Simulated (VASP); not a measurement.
# Te2Mo (P2_1/m) in VASP: notebook

Te2Mo is run at these levels: PBEsol; tasks: single point.

Program: VASP 6.6.1. These are calculated values, not measurements. Logs are shortened: lines on timing, memory, paths and dates and some standing lists are left out, and cuts for length are marked.

## Step 1: The cell of the first run

It takes space group P2_1/m (No. 11, monoclinic). Conventional cell: a = 6.266 Å, b = 3.400 Å, c = 12.806 Å, α = 90.00°, β = 95.22°, γ = 90.00°. Within 3.6 Å of Te (site symmetry m) lie 3 Mo at 2.74 to 2.75 Å and 8 Te at 3.38 to 3.55 Å. Te (site symmetry m) has 3 Mo at 2.67 Å and 5 Te at 3.40 to 3.48 Å within 3.5 Å. Te (site symmetry m) has 3 Mo at 2.74 to 2.76 Å and 6 Te at 3.40 to 3.44 Å within 3.6 Å. Te (site symmetry m) has 3 Mo at 2.67 to 2.68 Å and 5 Te at 3.40 to 3.48 Å within 3.5 Å. Within 3.5 Å of Mo (site symmetry m) lie 6 Te at 2.67 to 2.76 Å and 4 Mo at 2.86 to 3.40 Å. Mo (site symmetry m) has 6 Te at 2.67 to 2.75 Å and 4 Mo at 2.86 to 3.40 Å within 3.5 Å.

## Step 2: Single point, PBEsol

INCAR

```
  PREC = Accurate
  ENCUT = 520
  EDIFF = 1E-7
  ISMEAR = -1
  SIGMA = 0.05
  LREAL = F
  LASPH = T
  NELM = 100
  ALGO = Normal
  ISIF = 2
  LWAVE = F
  LCHARG = F
  GGA = PS
  NBANDS = 64
```

KPOINTS

```
Automatic mesh
0
Gamma
  3 6 2
```

POSCAR

```
Te2Mo
1.0
    6.2662399317      0.0000000000     -0.0541142991
    0.0000000000      3.4001097432      0.0000000000
   -1.0554684015      0.0000000000     12.7623960036
Te Mo
8 4
Direct
    0.9525962736      0.7500000000      0.6097568754
    0.0474037264      0.2500000000      0.3902431246
    0.8996423198      0.2500000000      0.8398526262
    0.1003576802      0.7500000000      0.1601473738
    0.4074221244      0.7500000000      0.8902855536
    0.5925778756      0.2500000000      0.1097144464
    0.4486489008      0.2500000000      0.6593952341
    0.5513510992      0.7500000000      0.3406047659
    0.8154397260      0.7500000000      0.9918945543
    0.1845602740      0.2500000000      0.0081054457
    0.6818794195      0.2500000000      0.4943009582
    0.3181205805      0.7500000000      0.5056990418
```

Potentials or basis: VASP PAW PBE potentials, release 64 (Te, Mo_sv).

The run is started by

```console
$ cat potpaw_PBE.64/Te/POTCAR potpaw_PBE.64/Mo_sv/POTCAR > POTCAR
$ mpirun -np 1 vasp_std > vasp.out
```

OUTCAR:

```text
PREC = Accurate
   ENCUT = 520
   EDIFF = 1E-7
   ISMEAR = -1
   LREAL = F
   LASPH = T
   NELM = 100
   ISIF = 2
   GGA = PS

 ion  position               nearest neighbor table
   1  0.953  0.750  0.610-  11 2.74  11 2.74  12 2.75   2 3.38   2 3.38   3 3.44   3 3.44   7 3.55
                             7 3.55
   2  0.047  0.250  0.390-  12 2.74  12 2.74  11 2.75   1 3.38   1 3.38   4 3.44   4 3.44   8 3.55
                             8 3.55
   3  0.900  0.250  0.840-  10 2.67   9 2.67   9 2.67   1 3.44   1 3.44   7 3.48   5 3.61   5 3.61
                             5 3.63   5 3.63
   4  0.100  0.750  0.160-   9 2.67  10 2.67  10 2.67   2 3.44   2 3.44   8 3.48   6 3.61   6 3.61
                             6 3.63   6 3.63
   5  0.407  0.750  0.890-  10 2.74  10 2.74   9 2.76   6 3.40   6 3.40   7 3.44   7 3.44   3 3.61
                             3 3.61   3 3.63   3 3.63
   6  0.593  0.250  0.110-   9 2.74   9 2.74  10 2.76   5 3.40   5 3.40   8 3.44   8 3.44   4 3.61
                             4 3.61   4 3.63   4 3.63
   7  0.449  0.250  0.659-  12 2.67  12 2.67  11 2.68   5 3.44   5 3.44   3 3.48   1 3.55   1 3.55
[... 5 lines left out ...]
  10  0.185  0.250  0.008-   3 2.67   4 2.67   4 2.67   5 2.74   5 2.74   6 2.76   9 2.86   9 2.86

  11  0.682  0.250  0.494-   8 2.67   8 2.67   7 2.68   1 2.74   1 2.74   2 2.75  12 2.86  12 2.86

  12  0.318  0.750  0.506-   7 2.67   7 2.67   8 2.68   2 2.74   2 2.74   1 2.75  11 2.86  11 2.86

  LATTYP: Found a simple monoclinic cell.
 ALAT       =     6.2664735888
 B/A-ratio  =     0.5425874210
 C/A-ratio  =     2.0435681764
 COS(beta)  =    -0.0910231259

  Lattice vectors:

 A1 = (   6.2662399317,   0.0000000000,  -0.0541142991)
 A2 = (   0.0000000000,   3.4001097432,   0.0000000000)
 A3 = (  -1.0554684015,   0.0000000000,  12.7623960036)

Analysis of symmetry for initial positions (statically):
=====================================================================
 Subroutine PRICEL returns:
 Original cell was already a primitive cell.

 Routine SETGRP: Setting up the symmetry group for a
 simple monoclinic supercell.

 Subroutine GETGRP returns: Found  4 space group operations
 (whereof  2 operations were pure point group operations)
 out of a pool of  4 trial point group operations.

The static configuration has the point symmetry S_2 .
 The point group associated with its full space group is C_2h.

Analysis of symmetry for dynamics (positions and initial velocities):
=====================================================================
 Subroutine PRICEL returns:
 Original cell was already a primitive cell.

 Routine SETGRP: Setting up the symmetry group for a
 simple monoclinic supercell.

 Subroutine GETGRP returns: Found  4 space group operations
 (whereof  2 operations were pure point group operations)
 out of a pool of  4 trial point group operations.

The dynamic configuration has the point symmetry S_2 .
 The point group associated with its full space group is C_2h.

 Subroutine INISYM returns: Found  4 space group operations
 (whereof  2 operations are pure point group operations),
 and found     1 'primitive' translations

----------------------------------------------------------------------------------------

                                     Primitive cell

  volume of cell :     271.7202

  direct lattice vectors                    reciprocal lattice vectors
     6.266239932  0.000000000 -0.054114299     0.159699392  0.000000000  0.013207368
     0.000000000  3.400109743  0.000000000     0.000000000  0.294108154  0.000000000
    -1.055468401  0.000000000 12.762396004     0.000677147  0.000000000  0.078411194

  length of vectors
     6.266473589  3.400109743 12.805966004     0.160244596  0.294108154  0.078414118

  position of ions in fractional coordinates (direct lattice)
     0.952596274  0.750000000  0.609756875
     0.047403726  0.250000000  0.390243125
     0.899642320  0.250000000  0.839852626
     0.100357680  0.750000000  0.160147374
     0.407422124  0.750000000  0.890285554
     0.592577876  0.250000000  0.109714446
     0.448648901  0.250000000  0.659395234
     0.551351099  0.750000000  0.340604766
     0.815439726  0.750000000  0.991894554
     0.184560274  0.250000000  0.008105446
     0.681879419  0.250000000  0.494300958
     0.318120581  0.750000000  0.505699042

  ion indices of the primitive-cell ions
   primitive index   ion index
                 1           1
                 2           2
                 3           3
                 4           4
                 5           5
                 6           6
                 7           7
                 8           8
                 9           9
                10          10
                11          11
                12          12

----------------------------------------------------------------------------------------

 KPOINTS: Automatic mesh

Automatic generation of k-mesh.
 Grid dimensions read from file:
 generate k-points for:    3    6    2

 Generating k-lattice:

  Cartesian coordinates                     Fractional coordinates (reciprocal lattice)
     0.053233131  0.000000000  0.004402456     0.333333333  0.000000000 -0.000000000
     0.000000000  0.049018026  0.000000000     0.000000000  0.166666667  0.000000000
     0.000338574  0.000000000  0.039205597    -0.000000000  0.000000000  0.500000000

  Length of vectors
     0.053414865  0.049018026  0.039207059

  Shift w.r.t. Gamma in fractional coordinates (k-lattice)
     0.000000000  0.000000000  0.000000000

 Subroutine IBZKPT returns following result:
 ===========================================

 Found     16 irreducible k-points:

 Following reciprocal coordinates:
            Coordinates               Weight
  0.000000  0.000000  0.000000      1.000000
  0.333333  0.000000  0.000000      2.000000
  0.000000  0.166667  0.000000      2.000000
  0.333333  0.166667  0.000000      4.000000
  0.000000  0.333333  0.000000      2.000000
  0.333333  0.333333  0.000000      4.000000
[... 8 lines left out ...]
  0.000000  0.500000  0.500000      1.000000
  0.333333  0.500000  0.500000      2.000000
   k-points           NKPTS =     16   k-points in BZ     NKDIM =     16   number of bands    NBANDS=     64
   number of dos      NEDOS =    301   number of ions     NIONS =     12
   total plane-waves  NPLWV = 129024
   dimension x,y,z NGX =    48 NGY =   28 NGZ =   96
   dimension x,y,z NGXF=    96 NGYF=   56 NGZF=  192
   ions per type =               8   4
   NGX,Y,Z   is equivalent  to a cutoff of  12.73, 13.69, 12.46 a.u.
   NGXF,Y,Z  is equivalent  to a cutoff of  25.47, 27.38, 24.93 a.u.
 SYSTEM =  unknown system
   PREC   = accura    normal or accurate (medium, high low for compatibility)
   ISTART =      0    job   : 0-new  1-cont  2-samecut
   ICHARG =      2    charge: 1-file 2-atom 10-const
   ISPIN  =      1    spin polarized calculation?
   LNONCOLLINEAR =      F non collinear calculations
   LSORBIT =      F    spin-orbit coupling
   LASPH  =      T    aspherical Exc in radial PAW
   ENCUT  =  520.0 eV  38.22 Ry    6.18 a.u.  11.65  6.32 23.81*2*pi/ulx,y,z
   NELM   =    100;   NELMIN=  2; NELMDL= -5     # of ELM steps
   EDIFF  = 0.1E-06   stopping-criterion for ELM
   LREAL  =      F    real-space projection
   EDIFFG = 0.1E-05   stopping-criterion for IOM
   NSW    =      0    number of steps for IOM
   IBRION =     -1    ionic relax: 0-MD 1-quasi-New 2-CG
   NFREE  =      0    steps in history (QN), initial steepest desc. (CG)
   ISIF   =      2    stress and relaxation
   ISYM   =      2    0-nonsym 1-usesym 2-fastsym
   POTIM  = 0.5000    time-step for ionic-motion
   TEBEG  =    0.0;   TEEND  =   0.0 temperature during run
   PSTRESS=    0.0 pullay stress
   NELECT =     104.0000    total number of electrons
   NUPDOWN=      -1.0000    fix difference up-down
   EMIN   =  10.00;   EMAX   =-10.00  energy-range for DOS
   EFERMI =   0.00;   METHOD = LEGACY
   ISMEAR =    -1;   SIGMA  =   0.05  broadening in eV -4-tet -1-fermi 0-gaus
   EFERMI_NEDOS =   21; number of points for ismear=-14 and -15
   IALGO  =     38    algorithm
   IMIX   =      4    mixing-type and parameters
     AMIX     =   0.40;   BMIX     =  1.00
     AMIX_MAG =   1.60;   BMIX_MAG =  1.00
  volume/ion in A,a.u.               =      22.64       152.80
  Fermi-wavevector in a.u.,A,eV,Ry     =   1.188626  2.246178 19.222751  1.412832
  Thomas-Fermi vector in A             =   2.324752
   LORBIT       =      0    0 simple, 1 ext, 2 COOP (PROOUT), +10 PAW based schemes
   GGA     = PS    functional components
   LHFCALC =     F    Hartree Fock is set to
   AEXX    =    0.0000 exact exchange contribution
   IVDW    =     0    specifies the selected vdW correction
   LEPSILON=     F    determine dielectric tensor
   LRPA    =     F    only Hartree local field effects (RPA)
 non-spin polarized calculation
  energy-cutoff  :      520.00
  volume of cell :      271.72
 maximum number of plane-waves:      7343
 NGX is ok and might be reduce to    48
   NGX = 23   NGY = 13   NGZ = 47

 number of electron     103.9999999 magnetization

 Free energy of the ion-electron system (eV)
  ---------------------------------------------------
  ext. energy  EPLUGINS =         0.00000000
  ---------------------------------------------------
  free energy    TOTEN  =       -78.27060911 eV

  energy without entropy =      -78.23832522  energy(sigma->0) =      -78.25446717

 E-fermi :   9.7353     XC(G=0): -11.1160

 val. band max:        9.7004500166   @ k =   0.3333   0.0000   0.0000
 cond. band min:       9.7600288842   @ k =   0.0000   0.1667   0.0000
 fundamental gap:      0.0595788676
 Fermi energy:         9.7353212952

 k-point     1 :       0.0000    0.0000    0.0000
  band No.  band energies     occupation
      1     -51.2487      2.00000
      2     -51.2001      2.00000
      3     -51.1799      2.00000
      4     -51.1326      2.00000
      5     -25.5828      2.00000
      6     -25.5329      2.00000
[... 1061 lines left out ...]
     63      12.1978      0.00000
     64      12.1978      0.00000

------------------------ aborting loop because EDIFF is reached ----------------------------------------

  FORCE on cell =-STRESS in cart. coord.  units (eV):
  Direction    XX          YY          ZZ          XY          YZ          ZX
  --------------------------------------------------------------------------------------
  -------------------------------------------------------------------------------------
  Total        8.7073309      8.6081563      8.7121834      0.0000000      0.0000000      0.0009347
  in kB       51.3421134     50.7573379     51.3707257      0.0000000      0.0000000      0.0055112
  external PRESSURE =      51.1567257 kB  Pullay stress =       0.0000000 kB

 VOLUME and BASIS-vectors are now :
 -----------------------------------------------------------------------------
  energy-cutoff  :      520.00
  volume of cell :      271.72
      direct lattice vectors                 reciprocal lattice vectors
     6.266239932  0.000000000 -0.054114299     0.159699392  0.000000000  0.013207368
     0.000000000  3.400109743  0.000000000     0.000000000  0.294108154  0.000000000
    -1.055468401  0.000000000 12.762396004     0.000677147  0.000000000  0.078411194

 POSITION                                       TOTAL-FORCE (eV/Angst)
 -----------------------------------------------------------------------------------
      5.32562      2.55008      7.73041         0.000452      0.000000      0.020578
     -0.11485      0.85003      4.97787        -0.000452     -0.000000     -0.020578
      4.75094      0.85003     10.66985         0.004575      0.000000     -0.028597
      0.45983      2.55008      2.03843        -0.004575      0.000000      0.028597
      1.61334      2.55008     11.34013         0.003692      0.000000     -0.020310
      3.59744      0.85003      1.36815        -0.003692     -0.000000      0.020310
      2.11537      0.85003      8.39118         0.002246     -0.000000      0.027552
      3.09540      2.55008      4.31710        -0.002246      0.000000     -0.027552
      4.06283      2.55008     12.61482        -0.009677     -0.000000      0.007278
      1.14794      0.85003      0.09346         0.009677      0.000000     -0.007278
      3.75110      0.85003      6.27157         0.008496      0.000000      0.007458
      1.45967      2.55008      6.43672        -0.008496     -0.000000     -0.007458
 -----------------------------------------------------------------------------------
    total drift:                                0.000000     -0.000000      0.000000

  FREE ENERGIE OF THE ION-ELECTRON SYSTEM (eV)
  ---------------------------------------------------
  free  energy   TOTEN  =       -78.2706091052 eV

  energy  without entropy=      -78.2383252249  energy(sigma->0) =      -78.25446717
```

Run time: 4.9 min. Hardware: 1 thread of Intel Xeon Platinum 8488C (Sapphire Rapids), shared host; peak memory 0.46 GiB.

What came out:

| Item | Value |
| --- | --- |
| Free energy | -78.2706 eV |
| Pressure | 5.1 GPa |
| Largest force | 0.029 eV/Å |
| Band gap on the k mesh | zero (band 52 reaches 10.19 eV, above the bottom of band 53 at 9.70 eV) |

Forces on the atoms (eV/Å):
```
Te   0.000  0.000  0.021
Te   0.000  0.000 -0.021
Te   0.005  0.000 -0.029
Te  -0.005  0.000  0.029
Te   0.004  0.000 -0.020
Te  -0.004  0.000  0.020
Te   0.002  0.000  0.028
Te  -0.002  0.000 -0.028
Mo  -0.010  0.000  0.007
Mo   0.010  0.000 -0.007
Mo   0.008  0.000  0.007
Mo  -0.008  0.000 -0.007
```

Levels at points of the mesh, in eV from the Fermi level:
```csv
k point,band 49,band 50,band 51,band 52,band 53,band 54,band 55,band 56
"(0.00, 0.00, 0.00)",-0.26,-0.26,0.25,0.33,0.65,0.69,0.80,0.98
"(0.00, 0.50, 0.00)",-1.66,-1.66,-1.40,-1.40,0.87,0.87,1.22,1.22
"(0.00, 0.00, 0.50)",-0.09,-0.08,0.14,0.45,0.48,0.52,0.86,0.99
"(0.00, 0.50, 0.50)",-1.70,-1.70,-1.45,-1.45,0.78,0.78,1.26,1.26
```

Caveat: the PAW data sets were made with another functional, which shifts forces and pressure a little; spin-orbit coupling is left out, which moves the levels of the heavy elements.

## Step 3: Single point, PBEsol

This run uses another cell than the first one, of 20.02 Å³/atom, 0.884 times its volume.

INCAR

```
PREC = Accurate
ENCUT = 520
EDIFF = 1E-6
ISMEAR = -1
SIGMA = 0.05
LREAL = F
LASPH = T
NELM = 60
ALGO = Normal
ISIF = 2
LWAVE = F
LCHARG = F
GGA = PS
NBANDS = 64
```

KPOINTS is that of step 2.

POSCAR

```
Te2Mo
1.0
    6.0599335819      0.0000000000     -0.1356955483
    0.0000000000      3.2745197983      0.0000000000
   -1.2028214919      0.0000000000     12.1337196790
Te Mo
8 4
Direct
    0.9635220343      0.7500000000      0.6165139594
    0.0364779657      0.2500000000      0.3834860406
    0.8960956162      0.2500000000      0.8322558848
    0.1039043838      0.7500000000      0.1677441152
    0.3984642453      0.7500000000      0.8836148032
    0.6015357547      0.2500000000      0.1163851968
    0.4553579198      0.2500000000      0.6668016974
    0.5446420802      0.7500000000      0.3331983026
    0.8122662291      0.7500000000      0.9902698217
    0.1877337709      0.2500000000      0.0097301783
    0.6836702963      0.2500000000      0.4950868650
    0.3163297037      0.7500000000      0.5049131350
```

Potentials or basis: VASP PAW PBE potentials, release 64 (Te, Mo_sv).

The run is started by

```console
$ cat potpaw_PBE.64/Te/POTCAR potpaw_PBE.64/Mo_sv/POTCAR > POTCAR
$ mpirun -np 1 vasp_std > vasp.out
```

It took 8.8 min on 1 thread of Intel Xeon Platinum 8488C (Sapphire Rapids), shared host; peak memory 0.42 GiB.

The run converged. Its results:

```yaml
Free_energy: -75.9833 eV
Pressure: 20.2 GPa
Largest_force: 0.028 eV/Å
Band_gap_on_the_k_mesh: zero (band 52 reaches 12.34 eV, above the bottom of band 53 at 11.65 eV)
```

Forces in eV/Å, atoms in the order of the input:
```
Te   0.003  0.000  0.020
Te  -0.003  0.000 -0.020
Te   0.005  0.000 -0.028
Te  -0.005  0.000  0.028
Te   0.002  0.000 -0.020
Te  -0.002  0.000  0.020
Te   0.000  0.000  0.026
Te   0.000  0.000 -0.026
Mo  -0.014  0.000  0.004
Mo   0.014  0.000 -0.004
Mo   0.017  0.000  0.002
Mo  -0.017  0.000 -0.002
```

Levels at points of the mesh, in eV from the Fermi level:
| k point | band 48 | band 49 | band 50 | band 51 | band 52 | band 53 | band 54 | band 55 | band 56 | band 57 |
| --- | --- | --- | --- | --- | --- | --- | --- | --- | --- | --- |
| (0.00, 0.00, 0.00) | -0.58 | -0.29 | -0.07 | 0.39 | 0.65 | 0.82 | 0.86 | 1.00 | 1.28 | 1.36 |
| (0.00, 0.50, 0.00) | -2.28 | -1.64 | -1.64 | -1.43 | -1.43 | 0.74 | 0.74 | 1.31 | 1.31 | 1.61 |
| (0.00, 0.00, 0.50) | -0.59 | -0.08 | -0.02 | 0.01 | 0.57 | 0.69 | 0.90 | 1.10 | 1.32 | 1.45 |
| (0.00, 0.50, 0.50) | -2.10 | -1.92 | -1.92 | -1.25 | -1.25 | 0.50 | 0.50 | 1.39 | 1.39 | 1.58 |

Caveat: the PAW data sets were made with another functional, which shifts forces and pressure a little; spin-orbit coupling is left out, which moves the levels of the heavy elements.
